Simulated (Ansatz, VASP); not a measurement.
## One calculation of ScNbN, two programs

```
Nb Sc N
1.0
     3.11097    0.00000    0.00000
    -1.55549    2.69418    0.00000
     0.00000    0.00000   10.35715
Nb Sc N
2 2 2
Direct
  0.33333 0.66667 0.24743
  0.66667 0.33333 0.75257
  0.00000 0.00000 0.00000
  0.00000 0.00000 0.50000
  0.33333 0.66667 0.62781
  0.66667 0.33333 0.37219
```

Alike in both runs: task single point; functional PBE; k mesh 10 × 10 × 3; occupations fermi-dirac, width 0.05 eV; no spin polarisation.

|  | VASP | Ansatz |
| --- | --- | --- |
| version | VASP 6.6.1 | Ansatz 0.2.0 |
| potentials or method | VASP PAW PBE potentials, release 64 (Nb_sv, Sc_sv, N) | Ansatz PAW |
| plane-wave cutoff (eV) | 520 | 420 |
| valence electrons in the cell | 58 | 58 |

|  | VASP | Ansatz | Ansatz less VASP |
| --- | --- | --- | --- |
| gap on the k mesh at the Fermi level (eV) | none | none | - |
| pressure (GPa) | -2.0 | -2.1 | -0.11 |
| traceless stress, the component that is largest in VASP (GPa) | 0.16 | 0.12 | -0.043 |
| rms of the force components (eV/Å) | 0.107 | 0.084 | -0.0231 |

Atom by atom the forces differ by 0.024 eV/Å (rms over components). A gap of «none» marks a metal or a gap that the smearing closes.
